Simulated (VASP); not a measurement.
# CuO in VASP: a series of runs

CuO is run at these levels: revpbe exchange, lyp correlation; tasks: single point.

Everything below comes from runs of VASP 6.6.1. Logs are shortened: lines on timing, memory, paths and dates and some standing lists are left out, and cuts for length are marked.

## 1. The cell of the first run

The typed cell holds 4 atoms: a = 2.925 Å, b = 2.925 Å, c = 5.202 Å, α = 89.98°, β = 89.98°, γ = 89.78°.

## 2. Single point, revpbe exchange, lyp correlation

Contents of INCAR:

```
SYSTEM = CuO
ALGO = Normal
EDIFF = 1E-6
ENCUT = 600
GGA = LIBXC
GGA_COMPAT = .False.
ISIF = 2
ISMEAR = 0
LASPH = .True.
LCHARG = .False.
LIBXC1 = GGA_X_PBE_R
LIBXC2 = GGA_C_LYP
LREAL = .False.
LWAVE = .False.
NBANDS = 25
NELM = 120
PREC = Accurate
SIGMA = 0.1
```

Contents of KPOINTS:

```
Automatic mesh
0
Gamma
  12 12 7
  0.5 0.5 0.5
```

Contents of POSCAR:

```
CuO
1.0
    2.0661273032     -2.0644833363      0.1612777921
    2.0661273032      2.0644833363      0.1612777921
   -0.4016235233      0.0000000000      5.1861333841
Cu O
2 2
Direct
    0.0000000000      0.5000000000      0.0000000000
    0.5000000000      0.0000000000      0.5000000000
    0.4998202309      0.5001797691      0.2500000000
    0.5001797691      0.4998202309      0.7500000000
```

Potentials or basis: VASP PAW PBE potentials, release 64 (Cu, O).

Run with:

```sh
cat potpaw_PBE.64/Cu/POTCAR potpaw_PBE.64/O/POTCAR > POTCAR
mpirun -np 1 vasp_std > vasp.out
```

OUTCAR:

```text
SYSTEM = CuO
   EDIFF = 1E-6
   ENCUT = 600
   GGA = LIBXC
   ISIF = 2
   ISMEAR = 0
   LASPH = .True.
   LREAL = .False.
   NELM = 120
   PREC = Accurate

 ion  position               nearest neighbor table
   1  0.000  0.500  0.000-   4 1.96   3 1.96   4 1.96   3 1.96
   2  0.500  0.000  0.500-   3 1.96   4 1.96   4 1.96   3 1.96
   3  0.500  0.500  0.250-   1 1.96   2 1.96   2 1.96   1 1.96
   4  0.500  0.500  0.750-   2 1.96   1 1.96   2 1.96   1 1.96

  LATTYP: Found a base centered monoclinic cell.
 ALAT       =     4.1448245122
 B/A-ratio  =     0.9961740625
 C/A-ratio  =     1.2549774658
 COS(beta)  =    -0.0006125067

  Lattice vectors:

 A1 = (  -2.0661273032,   2.0644833363,  -0.1612777921)
 A2 = (  -2.0661273032,  -2.0644833363,  -0.1612777921)
 A3 = (  -0.4016235233,   0.0000000000,   5.1861333841)

Analysis of symmetry for initial positions (statically):
=====================================================================
 Subroutine PRICEL returns:
 Original cell was already a primitive cell.

 Routine SETGRP: Setting up the symmetry group for a
 base centered monoclinic supercell.

 Subroutine GETGRP returns: Found  4 space group operations
 (whereof  2 operations were pure point group operations)
 out of a pool of  4 trial point group operations.

The static configuration has the point symmetry S_2 .
 The point group associated with its full space group is C_2h.

Analysis of symmetry for dynamics (positions and initial velocities):
=====================================================================
 Subroutine PRICEL returns:
 Original cell was already a primitive cell.

 Routine SETGRP: Setting up the symmetry group for a
 base centered monoclinic supercell.

 Subroutine GETGRP returns: Found  4 space group operations
 (whereof  2 operations were pure point group operations)
 out of a pool of  4 trial point group operations.

The dynamic configuration has the point symmetry S_2 .
 The point group associated with its full space group is C_2h.

 Subroutine INISYM returns: Found  4 space group operations
 (whereof  2 operations are pure point group operations),
 and found     1 'primitive' translations

----------------------------------------------------------------------------------------

                                     Primitive cell

  volume of cell :      44.5102

  direct lattice vectors                    reciprocal lattice vectors
     2.066127303 -2.064483336  0.161277792     0.240544561 -0.242191347  0.018628205
     2.066127303  2.064483336  0.161277792     0.240544561  0.242191347  0.018628205
    -0.401623523  0.000000000  5.186133384    -0.014960855  0.000000000  0.191663286

  length of vectors
     2.925232299  2.925232299  5.201661363     0.341855736  0.341855736  0.192246307

  position of ions in fractional coordinates (direct lattice)
     0.000000000  0.500000000  1.000000000
     0.500000000  0.000000000  0.500000000
     0.499820231  0.500179769  0.250000000
     0.500179769  0.499820231  0.750000000

  ion indices of the primitive-cell ions
   primitive index   ion index
                 1           1
                 2           2
                 3           3
                 4           4

----------------------------------------------------------------------------------------

 KPOINTS: Automatic mesh

Automatic generation of k-mesh.
 Grid dimensions read from file:
 generate k-points for:   12   12    7

 Generating k-lattice:

  Cartesian coordinates                     Fractional coordinates (reciprocal lattice)
     0.020045380 -0.020182612  0.001552350     0.083333333 -0.000000000  0.000000000
     0.020045380  0.020182612  0.001552350    -0.000000000  0.083333333  0.000000000
    -0.002137265  0.000000000  0.027380469     0.000000000  0.000000000  0.142857143

  Length of vectors
     0.028487978  0.028487978  0.027463758

  Shift w.r.t. Gamma in fractional coordinates (k-lattice)
     0.500000000  0.500000000  0.500000000

 Subroutine IBZKPT returns following result:
 ===========================================

 Found    276 irreducible k-points:

 Following reciprocal coordinates:
            Coordinates               Weight
  0.041667  0.041667  0.071429      2.000000
  0.125000  0.041667  0.071429      4.000000
  0.208333  0.041667  0.071429      4.000000
  0.291667  0.041667  0.071429      4.000000
  0.375000  0.041667  0.071429      4.000000
  0.458333  0.041667  0.071429      4.000000
[... 16 lines left out ...]
 -0.041667  0.125000  0.071429      4.000000
  0.208333  0.208333  0.071429      2.000000
 [... further k-points ...]
   k-points           NKPTS =    276   k-points in BZ     NKDIM =    276   number of bands    NBANDS=     25
   number of dos      NEDOS =    301   number of ions     NIONS =      4
   total plane-waves  NPLWV =  24192
   dimension x,y,z NGX =    24 NGY =   24 NGZ =   42
   dimension x,y,z NGXF=    48 NGYF=   48 NGZF=   84
   ions per type =               2   2
   NGX,Y,Z   is equivalent  to a cutoff of  13.64, 13.64, 13.42 a.u.
   NGXF,Y,Z  is equivalent  to a cutoff of  27.28, 27.28, 26.85 a.u.
 SYSTEM =  CuO
   PREC   = accura    normal or accurate (medium, high low for compatibility)
   ISTART =      0    job   : 0-new  1-cont  2-samecut
   ICHARG =      2    charge: 1-file 2-atom 10-const
   ISPIN  =      1    spin polarized calculation?
   LNONCOLLINEAR =      F non collinear calculations
   LSORBIT =      F    spin-orbit coupling
   LASPH  =      T    aspherical Exc in radial PAW
   ENCUT  =  600.0 eV  44.10 Ry    6.64 a.u.   5.84  5.84 10.39*2*pi/ulx,y,z
   NELM   =    120;   NELMIN=  2; NELMDL= -5     # of ELM steps
   EDIFF  = 0.1E-05   stopping-criterion for ELM
   LREAL  =      F    real-space projection
[... 7 lines left out ...]
   TEBEG  =    0.0;   TEEND  =   0.0 temperature during run
   PSTRESS=    0.0 pullay stress
   NELECT =      34.0000    total number of electrons
   NUPDOWN=      -1.0000    fix difference up-down
   EMIN   =  10.00;   EMAX   =-10.00  energy-range for DOS
   EFERMI =   0.00;   METHOD = LEGACY
   ISMEAR =     0;   SIGMA  =   0.10  broadening in eV -4-tet -1-fermi 0-gaus
   EFERMI_NEDOS =   21; number of points for ismear=-14 and -15
   IALGO  =     38    algorithm
   IMIX   =      4    mixing-type and parameters
     AMIX     =   0.40;   BMIX     =  1.00
     AMIX_MAG =   1.60;   BMIX_MAG =  1.00
  volume/ion in A,a.u.               =      11.13        75.09
  Fermi-wavevector in a.u.,A,eV,Ry     =   1.496516  2.828005 30.471056  2.239559
  Thomas-Fermi vector in A             =   2.608522
   LORBIT       =      0    0 simple, 1 ext, 2 COOP (PROOUT), +10 PAW based schemes
   GGA     = LIBXC    functional components
   LHFCALC =     F    Hartree Fock is set to
   AEXX    =    0.0000 exact exchange contribution
   IVDW    =     0    specifies the selected vdW correction
   LEPSILON=     F    determine dielectric tensor
   LRPA    =     F    only Hartree local field effects (RPA)
 non-spin polarized calculation
 Gauss-broadening in eV      SIGMA  =   0.10
  energy-cutoff  :      600.00
  volume of cell :       44.51
 maximum number of plane-waves:      1508
   NGX = 11   NGY = 11   NGZ = 21

 number of electron      33.9999992 magnetization

 Free energy of the ion-electron system (eV)
  ---------------------------------------------------
  ext. energy  EPLUGINS =         0.00000000
  ---------------------------------------------------
  free energy    TOTEN  =       -17.30058710 eV

  energy without entropy =      -17.28937339  energy(sigma->0) =      -17.29498024

 E-fermi :   5.3463     XC(G=0): -10.5741

 val. band max:        5.3319111821   @ k =  -0.3750   0.2917   0.3571
 cond. band min:       5.3719871792   @ k =  -0.2917   0.0417   0.0714
 fundamental gap:      0.0400759972
 Fermi energy:         5.3462563714

 k-point     1 :       0.0417    0.0417    0.0714
  band No.  band energies     occupation
      1     -14.3321      2.00000
      2     -13.1526      2.00000
      3      -2.5266      2.00000
      4       0.0043      2.00000
      5       0.0074      2.00000
      6       1.5016      2.00000
[... 17 lines left out ...]
     24      20.0656      0.00000
     25      20.2704      0.00000

 k-point     2 :       0.1250    0.0417    0.0714
  band No.  band energies     occupation
      1     -14.2625      2.00000
      2     -13.1296      2.00000
      3      -2.4042      2.00000
      4      -0.0658      2.00000
      5       0.0413      2.00000
      6       0.9396      2.00000
[... 17 lines left out ...]
     24      19.9800      0.00000
     25      20.5370      0.00000

 k-point     3 :       0.2083    0.0417    0.0714
  band No.  band energies     occupation
      1     -14.1382      2.00000
      2     -13.0892      2.00000
      3      -2.1836      2.00000
      4      -0.1583      2.00000
      5       0.0999      2.00000
      6       0.1522      2.00000
[... 17 lines left out ...]
     24      20.0254      0.00000
     25      20.3349      0.00000

 k-point     4 :       0.2917    0.0417    0.0714
  band No.  band energies     occupation
      1     -13.9886      2.00000
      2     -13.0419      2.00000
      3      -1.9136      2.00000
      4      -0.6157      2.00000
      5      -0.1995      2.00000
      6       0.1706      2.00000
[... 17 lines left out ...]
     24      19.9197      0.00000
     25      20.1362      0.00000

 k-point     5 :       0.3750    0.0417    0.0714
  band No.  band energies     occupation
      1     -13.8532      2.00000
      2     -13.0000      2.00000
      3      -1.6655      2.00000
      4      -1.1936      2.00000
      5      -0.1924      2.00000
      6       0.2279      2.00000
[... 17 lines left out ...]
     24      19.1676      0.00000
     25      20.1181      0.00000

 k-point     6 :       0.4583    0.0417    0.0714
  band No.  band energies     occupation
      1     -13.7723      2.00000
      2     -12.9754      2.00000
      3      -1.5488      2.00000
      4      -1.4729      2.00000
      5      -0.1523      2.00000
      6       0.2567      2.00000
[... 17 lines left out ...]
     24      18.4109      0.00000
     25      20.0729      0.00000
[... 393 lines left out ...]
 k-point    21 :      -0.2083    0.1250    0.0714
  band No.  band energies     occupation
      1     -14.0703      2.00000
      2     -13.0681      2.00000
      3      -2.0586      2.00000
      4      -0.1480      2.00000
      5       0.0580      2.00000
      6       0.1719      2.00000
[... 17 lines left out ...]
     24      18.5324      0.00000
     25      20.5335      0.00000

 k-point    22 :      -0.1250    0.1250    0.0714
  band No.  band energies     occupation
      1     -14.1932      2.00000
      2     -13.1071      2.00000
      3      -2.2807      2.00000
      4      -0.0761      2.00000
      5       0.0164      2.00000
      6       0.8339      2.00000
[... 17 lines left out ...]
     24      18.8442      0.00000
     25      20.4981      0.00000

 k-point    23 :      -0.0417    0.1250    0.0714
  band No.  band energies     occupation
      1     -14.2623      2.00000
      2     -13.1295      2.00000
      3      -2.4039      2.00000
      4      -0.0681      2.00000
      5       0.0427      2.00000
      6       0.9369      2.00000
[... 17 lines left out ...]
     24      19.9958      0.00000
     25      20.3803      0.00000

 k-point    24 :       0.2083    0.2083    0.0714
  band No.  band energies     occupation
      1     -13.9510      2.00000
      2     -13.0320      2.00000
      3      -1.8346      2.00000
      4      -0.1688      2.00000
      5       0.0621      2.00000
      6       0.1295      2.00000
[... 17 lines left out ...]
     24      17.4444      0.00000
     25      20.7720      0.00000

 [... further k-points ...]
[... 5 lines left out ...]
  --------------------------------------------------------------------------------------
  -------------------------------------------------------------------------------------
  Total        2.8882468      2.8957064      2.9967749      0.0000000      0.0000000     -0.0095350
  in kB      103.9645713    104.2330837    107.8711186      0.0000000      0.0000000     -0.3432185
  external PRESSURE =     105.3562579 kB  Pullay stress =       0.0000000 kB

 VOLUME and BASIS-vectors are now :
 -----------------------------------------------------------------------------
  energy-cutoff  :      600.00
  volume of cell :       44.51
      direct lattice vectors                 reciprocal lattice vectors
     2.066127303 -2.064483336  0.161277792     0.240544561 -0.242191347  0.018628205
     2.066127303  2.064483336  0.161277792     0.240544561  0.242191347  0.018628205
    -0.401623523  0.000000000  5.186133384    -0.014960855  0.000000000  0.191663286

 POSITION                                       TOTAL-FORCE (eV/Angst)
 -----------------------------------------------------------------------------------
      1.03306      1.03224      0.08064        -0.000000      0.000000     -0.000000
      0.83225     -1.03224      2.67371        -0.000000     -0.000000     -0.000000
      1.96572      0.00074      1.45781        -0.000000     -0.000142     -0.000000
      1.76491     -0.00074      4.05088         0.000000      0.000142      0.000000
 -----------------------------------------------------------------------------------
    total drift:                                0.000000      0.000000     -0.000000

  FREE ENERGIE OF THE ION-ELECTRON SYSTEM (eV)
  ---------------------------------------------------
  free  energy   TOTEN  =       -17.3005870982 eV

  energy  without entropy=      -17.2893733895  energy(sigma->0) =      -17.29498024
```

Wall time 4.9 min (1 thread of AMD EPYC 7R43 (Zen 3), shared host); peak memory 0.37 GiB.

Results:

```
Free energy            : -17.3006 eV
Pressure               : 10.5 GPa
Band gap on the k mesh : zero (bands 17 and 18 overlap by 1.04 eV)
```

Levels at points of the mesh, in eV from the Fermi level:
```csv
k point,band 14,band 15,band 16,band 17,band 18,band 19,band 20,band 21
"(0.04, 0.04, 0.07)",-2.34,-2.31,-2.02,0.56,0.58,1.74,6.27,7.52
```

Caveat: the cell stands under pressure; the PAW data sets were made with another functional, which shifts forces and pressure a little; semilocal functionals often make such compounds metallic where correlation or magnetic order opens a gap, which also shifts bond lengths.

## 3. Single point, revpbe exchange, lyp correlation

This run uses another cell than the first one, of 11.52 Å³/atom.

Contents of INCAR:

```
SYSTEM = CuO
  PREC = Accurate
  ENCUT = 600
  EDIFF = 1E-6
  ISMEAR = 0
  SIGMA = 0.1
  LREAL = .FALSE.
  LASPH = .TRUE.
  NELM = 120
  ALGO = Normal
  ISIF = 2
  LWAVE = .FALSE.
  LCHARG = .TRUE.
  GGA = LIBXC
  LIBXC1 = GGA_X_PBE_R
  LIBXC2 = GGA_C_LYP
  LELF = .TRUE.
  LVHAR = .TRUE.
  NBANDS = 25
  GGA_COMPAT = .FALSE.
```

KPOINTS is that of step 2.

Contents of POSCAR:

```
CuO
1.0
    2.0977684377     -2.0989445217      0.1640797963
    2.0977684377      2.0989445217      0.1640797963
   -0.4070566845      0.0000000000      5.2007011850
Cu O
2 2
Direct
    0.0000000000      0.5000000000      0.0000000000
    0.5000000000      0.0000000000      0.5000000000
    0.5000142147      0.4999857853      0.2500000000
    0.4999857853      0.5000142147      0.7500000000
```

Potentials or basis: VASP PAW PBE potentials, release 64 (Cu, O).

Run with:

```sh
cat potpaw_PBE.64/Cu/POTCAR potpaw_PBE.64/O/POTCAR > POTCAR
mpirun -np 1 vasp_std > vasp.out
```

OUTCAR:

```text
SYSTEM = CuO
   PREC = Accurate
   ENCUT = 600
   EDIFF = 1E-6
   ISMEAR = 0
   LREAL = .FALSE.
   LASPH = .TRUE.
   NELM = 120
   ISIF = 2
   GGA = LIBXC

 ion  position               nearest neighbor table
   1  0.000  0.500  0.000-   3 1.98   4 1.98   4 1.98   3 1.98
   2  0.500  0.000  0.500-   4 1.98   3 1.98   4 1.98   3 1.98
   3  0.500  0.500  0.250-   2 1.98   1 1.98   2 1.98   1 1.98
   4  0.500  0.500  0.750-   1 1.98   2 1.98   2 1.98   1 1.98

  LATTYP: Found a base centered monoclinic cell.
 ALAT       =     4.2083510299
 B/A-ratio  =     0.9975139939
 C/A-ratio  =     1.2395845552
 COS(beta)  =    -0.0000529008
[... 872 lines left out ...]
  --------------------------------------------------------------------------------------
  -------------------------------------------------------------------------------------
  Total        1.5319504      1.5418682      1.6284916      0.0000000      0.0000000     -0.0074486
  in kB       53.2665107     53.6113557     56.6232850      0.0000000      0.0000000     -0.2589898
  external PRESSURE =      54.5003838 kB  Pullay stress =       0.0000000 kB

 VOLUME and BASIS-vectors are now :
 -----------------------------------------------------------------------------
  energy-cutoff  :      600.00
  volume of cell :       46.08
      direct lattice vectors                 reciprocal lattice vectors
     2.097768438 -2.098944522  0.164079796     0.236898237 -0.238214967  0.018541925
     2.097768438  2.098944522  0.164079796     0.236898237  0.238214967  0.018541925
    -0.407056684  0.000000000  5.200701185    -0.014948067  0.000000000  0.191111786

 POSITION                                       TOTAL-FORCE (eV/Angst)
 -----------------------------------------------------------------------------------
      1.04888      1.04947      0.08204        -0.000000      0.000000      0.000000
      0.84536     -1.04947      2.68239        -0.000000      0.000000      0.000000
      1.99600     -0.00006      1.46426         0.000000      0.000008     -0.000000
      1.79248      0.00006      4.06461        -0.000000     -0.000008      0.000000
 -----------------------------------------------------------------------------------
    total drift:                                0.000000      0.000000     -0.000000

  FREE ENERGIE OF THE ION-ELECTRON SYSTEM (eV)
  ---------------------------------------------------
  free  energy   TOTEN  =       -17.3801816527 eV

  energy  without entropy=      -17.3685992846  energy(sigma->0) =      -17.37439047
```

OSZICAR:

```text
N       E                     dE             d eps       ncg     rms          rms(c)
DAV:   1     0.322952425710E+03    0.32295E+03   -0.17807E+04 14368   0.232E+03
DAV:   2     0.199345693279E+02   -0.30302E+03   -0.27829E+03 14074   0.413E+02
DAV:   3    -0.225280881672E+02   -0.42463E+02   -0.40205E+02 17428   0.170E+02
DAV:   4    -0.241159409280E+02   -0.15879E+01   -0.15779E+01 17214   0.343E+01
DAV:   5    -0.241465087432E+02   -0.30568E-01   -0.30548E-01 17931   0.428E+00    0.182E+01
DAV:   6    -0.213110364032E+02    0.28355E+01   -0.40355E+01 19734   0.152E+02    0.142E+01
DAV:   7    -0.172942023470E+02    0.40168E+01   -0.11268E+01 17229   0.116E+02    0.264E+00
DAV:   8    -0.174107247104E+02   -0.11652E+00   -0.16651E+00 14875   0.891E+00    0.163E+00
DAV:   9    -0.173859010709E+02    0.24824E-01   -0.65813E-02 21363   0.688E+00    0.594E-01
DAV:  10    -0.173803822065E+02    0.55189E-02   -0.15784E-02 21416   0.231E+00    0.347E-01
DAV:  11    -0.173802541915E+02    0.12802E-03   -0.93393E-03 20337   0.844E-01    0.886E-02
DAV:  12    -0.173801747601E+02    0.79431E-04   -0.38601E-04 17784   0.219E-01    0.465E-02
DAV:  13    -0.173801842482E+02   -0.94881E-05   -0.20941E-04 20639   0.156E-01    0.147E-02
DAV:  14    -0.173801814590E+02    0.27892E-05   -0.89223E-06 21044   0.717E-02    0.497E-03
DAV:  15    -0.173801816527E+02   -0.19374E-06   -0.26664E-06 14592   0.167E-02
   1 F= -.17380182E+02 E0= -.17374390E+02  d E =-.115824E-01
```

Run time: 4.3 min. Hardware: 1 thread of AMD EPYC 7R43 (Zen 3), shared host; peak memory 0.38 GiB.

What came out:

* Free energy: -17.3802 eV
* Pressure: 5.5 GPa
* Band gap on the k mesh: zero (bands 17 and 18 overlap by 1.05 eV)

Caveat: the cell stands under pressure; the PAW data sets were made with another functional, which shifts forces and pressure a little; semilocal functionals often make such compounds metallic where correlation or magnetic order opens a gap, which also shifts bond lengths.

The gap in the log of VASP goes by the Fermi energy; the results here count the filled bands.